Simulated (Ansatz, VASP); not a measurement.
**One calculation of K, two programs**

```xyz
4
Lattice="4.8078 0.0000 0.0000 -2.4039 4.1637 0.0000 0.0000 0.0000 15.8290" Properties=species:S:1:pos:R:3 pbc="T T T"
K     0.0000    0.0000    0.0000
K     0.0000    2.7758   11.8717
K     0.0000    0.0000    7.9145
K     2.4039    1.3879    3.9572
```

Alike in both runs: task single point; functional PBEsol; k mesh 6 × 6 × 2; no spin polarisation.

|  | VASP | Ansatz |
| --- | --- | --- |
| version | VASP 6.6.1 | Ansatz 0.2.0 |
| potentials or method | VASP PAW PBE potentials, release 64 (K_sv), cutoff 520 eV | plane waves, PAW |
| occupations | methfessel-paxton of order 1, width 0.15 eV | cold, width 0.15 eV |
| valence electrons in the cell | 36 | 36 |

Ansatz gave:

- pressure (GPa): -0.3
- traceless stress, the component that is largest in VASP (GPa): -0.16

Question: Which values does VASP return?

Answer: Pressure (GPa): -0.3; traceless stress, the component that is largest in VASP (GPa): -0.19.

VASP's potentials were made for PBE, not for PBEsol. Ansatz's warnings: stress scf threshold loose.
